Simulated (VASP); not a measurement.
# Hf (I4/mmm) in VASP: a series of runs

The runs below take Hf through single point, with PBEsol.

Program: VASP 6.6.1. These are calculated values, not measurements. Logs are shortened: lines on timing, memory, paths and dates and some standing lists are left out, and cuts for length are marked.

## Step 1: The cell of the first run

The structure is tetragonal, space group I4/mmm (No. 139). The conventional cell has a = 3.502 Å, b = 3.502 Å, c = 3.718 Å, α = 90.00°, β = 90.00°, γ = 90.00°. Within 4.1 Å of Hf (site symmetry 4/mmm) lie 14 Hf at 3.10 to 3.72 Å.

## Step 2: Single point, PBEsol (strain -0.030 along x and y, +0.030 along z)

Input file INCAR:

```
PREC     = Accurate       # precision mode
ENCUT    = 520            # plane-wave cutoff, eV
EDIFF    = 1E-6           # SCF threshold, eV
ISMEAR   = 0              # smearing method
SIGMA    = 0.15           # smearing width, eV
LREAL    = False          # projectors in reciprocal space
LASPH    = True           # aspherical terms in the spheres
NELM     = 60             # most SCF steps
ALGO     = Normal         # electronic algorithm
ISIF     = 2              # what is computed and relaxed
LWAVE    = False          # write WAVECAR
LCHARG   = True           # write CHGCAR
GGA      = PS             # functional
LELF     = True           # ELF
LVHAR    = True         
NBANDS   = 11             # bands
```

Input file KPOINTS:

```
Automatic mesh
0
Gamma
  18 18 18
```

Input file POSCAR:

```
Hf
1.0
   -1.7508500000      1.7508500000      1.8591500000
    1.7508500000     -1.7508500000      1.8591500000
    1.7508500000      1.7508500000     -1.8591500000
Hf
1
Direct
    0.0000000000      0.0000000000      0.0000000000
```

Potentials or basis: VASP PAW PBE potentials, release 64 (Hf_pv).

Command:

```sh
$ cat potpaw_PBE.64/Hf_pv/POTCAR > POTCAR
$ mpirun -np 1 vasp_std > vasp.out
```

OUTCAR:

```text
PREC = Accurate
   ENCUT = 520
   EDIFF = 1E-6
   ISMEAR = 0
   LREAL = False
   LASPH = True
   NELM = 60
   ISIF = 2
   GGA = PS

 ion  position               nearest neighbor table
   1  0.000  0.000  0.000-

  LATTYP: Found a body centered tetragonal cell.
 ALAT       =     3.5017000000
 C/A-ratio  =     1.0618556701

  Lattice vectors:

 A1 = (  -1.7508500000,   1.7508500000,   1.8591500000)
 A2 = (   1.7508500000,  -1.7508500000,   1.8591500000)
 A3 = (   1.7508500000,   1.7508500000,  -1.8591500000)

Analysis of symmetry for initial positions (statically):
=====================================================================
 Subroutine PRICEL returns:
 Original cell was already a primitive cell.

 Routine SETGRP: Setting up the symmetry group for a
 body centered tetragonal supercell.

 Subroutine GETGRP returns: Found 16 space group operations
 (whereof 16 operations were pure point group operations)
 out of a pool of 16 trial point group operations.

The static configuration has the point symmetry D_4h.

Analysis of symmetry for dynamics (positions and initial velocities):
=====================================================================
 Subroutine PRICEL returns:
 Original cell was already a primitive cell.

 Routine SETGRP: Setting up the symmetry group for a
 body centered tetragonal supercell.

 Subroutine GETGRP returns: Found 16 space group operations
 (whereof 16 operations were pure point group operations)
 out of a pool of 16 trial point group operations.

The dynamic configuration has the point symmetry D_4h.

 Subroutine INISYM returns: Found 16 space group operations
 (whereof 16 operations are pure point group operations),
 and found     1 'primitive' translations

----------------------------------------------------------------------------------------

                                     Primitive cell

  volume of cell :      22.7967

  direct lattice vectors                    reciprocal lattice vectors
    -1.750850000  1.750850000  1.859150000     0.000000000  0.285575578  0.268940107
     1.750850000 -1.750850000  1.859150000     0.285575578  0.000000000  0.268940107
     1.750850000  1.750850000 -1.859150000     0.285575578  0.285575578  0.000000000

  length of vectors
     3.096351105  3.096351105  3.096351105     0.392278207  0.392278207  0.403864855

  position of ions in fractional coordinates (direct lattice)
     0.000000000  0.000000000  0.000000000

  ion indices of the primitive-cell ions
   primitive index   ion index
                 1           1

----------------------------------------------------------------------------------------
[... 80 lines left out ...]
   PSTRESS=    0.0 pullay stress
   NELECT =      10.0000    total number of electrons
   NUPDOWN=      -1.0000    fix difference up-down
   EMIN   =  10.00;   EMAX   =-10.00  energy-range for DOS
   EFERMI =   0.00;   METHOD = LEGACY
   ISMEAR =     0;   SIGMA  =   0.15  broadening in eV -4-tet -1-fermi 0-gaus
   EFERMI_NEDOS =   21; number of points for ismear=-14 and -15
   IALGO  =     38    algorithm
   IMIX   =      4    mixing-type and parameters
     AMIX     =   0.40;   BMIX     =  1.00
     AMIX_MAG =   1.60;   BMIX_MAG =  1.00
  volume/ion in A,a.u.               =      22.80       153.84
  Fermi-wavevector in a.u.,A,eV,Ry     =   1.243896  2.350623 21.051984  1.547277
  Thomas-Fermi vector in A             =   2.378187
   LORBIT       =      0    0 simple, 1 ext, 2 COOP (PROOUT), +10 PAW based schemes
   GGA     = PS    functional components
   LHFCALC =     F    Hartree Fock is set to
   AEXX    =    0.0000 exact exchange contribution
   IVDW    =     0    specifies the selected vdW correction
   LEPSILON=     F    determine dielectric tensor
   LRPA    =     F    only Hartree local field effects (RPA)
 non-spin polarized calculation
 Gauss-broadening in eV      SIGMA  =   0.15
  energy-cutoff  :      520.00
  volume of cell :       22.80
 maximum number of plane-waves:       635
   NGX = 11   NGY = 11   NGZ = 11

 number of electron      10.0000000 magnetization

 Free energy of the ion-electron system (eV)
  ---------------------------------------------------
  ext. energy  EPLUGINS =         0.00000000
  ---------------------------------------------------
  free energy    TOTEN  =       -10.31603257 eV

  energy without entropy =      -10.29266379  energy(sigma->0) =      -10.30434818

 E-fermi :   4.3041     XC(G=0): -11.3056

 val. band max:        4.2966377485   @ k =  -0.2222   0.3333   0.0556
 cond. band min:       4.3054799584   @ k =  -0.3333   0.1111   0.0556
 fundamental gap:      0.0088422099
 Fermi energy:         4.3040982516

 k-point     1 :       0.0000    0.0000    0.0000
  band No.  band energies     occupation
      1     -25.5680      2.00000
      2     -25.5673      2.00000
      3     -25.5673      2.00000
      4      -2.6904      2.00000
      5       5.6072      0.00000
      6       5.6072      0.00000
      7       6.2282      0.00000
      8       8.0647      0.00000
      9       8.9180      0.00000
     10      16.9546      0.00000
     11      17.4606      0.00000
[... 309 lines left out ...]
 k-point    24 :      -0.2222    0.0556   -0.0000
  band No.  band energies     occupation
      1     -25.8490      2.00000
      2     -25.6449      2.00000
      3     -25.5786      2.00000
      4      -1.3473      2.00000
      5       4.9803      0.00000
      6       5.1854      0.00000
      7       7.2517      0.00000
      8       7.6667      0.00000
      9       8.7393      0.00000
     10      17.4541      0.00000
     11      18.0721      0.00000

 [... further k-points ...]

------------------------ aborting loop because EDIFF is reached ----------------------------------------

  FORCE on cell =-STRESS in cart. coord.  units (eV):
  Direction    XX          YY          ZZ          XY          YZ          ZX
  --------------------------------------------------------------------------------------
  -------------------------------------------------------------------------------------
  Total       -1.0607270     -1.0607270     -0.7312559      0.0000000      0.0000000      0.0000000
  in kB      -74.5490158    -74.5490158    -51.3934402      0.0000000      0.0000000      0.0000000
  external PRESSURE =     -66.8304906 kB  Pullay stress =       0.0000000 kB

 VOLUME and BASIS-vectors are now :
 -----------------------------------------------------------------------------
  energy-cutoff  :      520.00
  volume of cell :       22.80
      direct lattice vectors                 reciprocal lattice vectors
    -1.750850000  1.750850000  1.859150000     0.000000000  0.285575578  0.268940107
     1.750850000 -1.750850000  1.859150000     0.285575578  0.000000000  0.268940107
     1.750850000  1.750850000 -1.859150000     0.285575578  0.285575578  0.000000000

 POSITION                                       TOTAL-FORCE (eV/Angst)
 -----------------------------------------------------------------------------------
      0.00000      0.00000      0.00000         0.000000      0.000000      0.000000
 -----------------------------------------------------------------------------------
    total drift:                                0.000000      0.000000     -0.000000

  FREE ENERGIE OF THE ION-ELECTRON SYSTEM (eV)
  ---------------------------------------------------
  free  energy   TOTEN  =       -10.3160325693 eV

  energy  without entropy=      -10.2926637877  energy(sigma->0) =      -10.30434818
```

stdout:

```text
POSCAR found type information on POSCAR Hf
 POSCAR found :  1 types and       1 ions
 scaLAPACK will be used
 -----------------------------------------------------------------------------
|                                                                             |
|                                                                             |
|     You enforced a specific xc type in the INCAR file but a different       |
|     I HOPE YOU KNOW WHAT YOU ARE DOING!                                     |
|                                                                             |
 -----------------------------------------------------------------------------

 LDA part: xc-table for (Slater+PW92), standard interpolation
 POSCAR, INCAR and KPOINTS ok, starting setup
 FFT: planning ... GRIDC
 FFT: planning ... GRID_SOFT
 FFT: planning ... GRID
 WAVECAR not read
 entering main loop
```

Run time: 28 s. Hardware: 1 thread of Intel Xeon 6975P-C (Granite Rapids), shared host; peak memory 0.23 GiB.

Results:

| Quantity | Value |
| --- | --- |
| Free energy | -10.3160 eV |
| Pressure | -6.7 GPa |
| Band gap on the k mesh | zero (band 5 reaches 5.71 eV, above the bottom of band 6 at 3.61 eV) |

Stress tensor (GPa, compression positive):
```
-7.45  0.00  0.00
 0.00 -7.45  0.00
 0.00  0.00 -5.14
```

Levels at points of the mesh, in eV from the Fermi level:
```csv
k point,band 2,band 3,band 4,band 5,band 6,band 7,band 8,band 9
"(0.00, 0.00, 0.00)",-29.87,-29.87,-6.99,1.30,1.30,1.92,3.76,4.61
"(0.50, 0.00, 0.00)",-30.11,-29.87,-3.37,-0.25,0.90,3.60,5.06,7.34
"(0.50, 0.50, 0.00)",-30.15,-29.90,-3.28,-0.90,1.25,4.59,5.32,7.52
"(0.50, 0.50, 0.50)",-30.38,-30.38,-2.59,-2.41,6.17,6.50,6.70,6.70
```

Caveat: the cell differs from its parent crystal (strain -0.030 along x and y, +0.030 along z); the PAW data sets were made with another functional, which shifts forces and pressure a little; spin-orbit coupling is left out, which moves the levels of the heavy elements.

## Step 3: Single point, PBEsol (strain +0.030 along x and y, -0.030 along z)

Input file INCAR:

```
SYSTEM = Hf
PREC     = Accurate       ! precision mode
ENCUT    = 520            ! plane-wave cutoff, eV
EDIFF    = 1E-6           ! SCF threshold, eV
ISMEAR   = 0              ! smearing method
SIGMA    = 0.15           ! smearing width, eV
LREAL    = .FALSE.        ! projectors in reciprocal space
LASPH    = .TRUE.         ! aspherical terms in the spheres
NELM     = 60             ! most SCF steps
ALGO     = Normal         ! electronic algorithm
ISIF     = 2              ! what is computed and relaxed
LWAVE    = .FALSE.        ! write WAVECAR
LCHARG   = .FALSE.        ! write CHGCAR
GGA      = PS             ! functional
NBANDS   = 11             ! bands
```

Input file KPOINTS:

```
regular mesh
0
G
  18 18 18
  0 0 0
```

Input file POSCAR:

```
Hf
1.0
   -1.8591500000      1.8591500000      1.7508500000
    1.8591500000     -1.8591500000      1.7508500000
    1.8591500000      1.8591500000     -1.7508500000
Hf
1
Direct
    0.0000000000      0.0000000000      0.0000000000
```

Potentials or basis: VASP PAW PBE potentials, release 64 (Hf_pv).

Command:

```sh
$ cat potpaw_PBE.64/Hf_pv/POTCAR > POTCAR
$ mpirun -np 1 vasp_std > vasp.out
```

Wall time 23 s (1 thread of Intel Xeon 6975P-C (Granite Rapids), shared host); peak memory 0.24 GiB.

The run converged. Its results:

| Property | Result |
| --- | --- |
| Free energy | -10.2384 eV |
| Pressure | -11.2 GPa |
| Band gap on the k mesh | zero (band 5 reaches 5.28 eV, above the bottom of band 6 at 3.32 eV) |

Stress tensor (GPa, compression positive):
```
-10.13   0.00   0.00
  0.00 -10.13   0.00
  0.00   0.00 -13.47
```

Levels at points of the mesh, in eV from the Fermi level:
| k point | band 2 | band 3 | band 4 | band 5 | band 6 | band 7 | band 8 | band 9 |
| --- | --- | --- | --- | --- | --- | --- | --- | --- |
| (0.00, 0.00, 0.00) | -30.12 | -30.11 | -6.80 | 1.03 | 1.66 | 1.66 | 3.53 | 4.39 |
| (0.50, 0.00, 0.00) | -30.33 | -30.13 | -3.13 | -0.60 | 0.93 | 3.86 | 5.03 | 6.91 |
| (0.50, 0.50, 0.00) | -30.30 | -30.10 | -3.25 | 0.04 | 0.59 | 3.25 | 4.44 | 6.81 |
| (0.50, 0.50, 0.50) | -30.58 | -30.51 | -2.34 | -2.20 | 6.12 | 6.12 | 6.17 | 6.17 |

Caveat: the cell differs from its parent crystal (strain +0.030 along x and y, -0.030 along z); the PAW data sets were made with another functional, which shifts forces and pressure a little; spin-orbit coupling is left out, which moves the levels of the heavy elements.
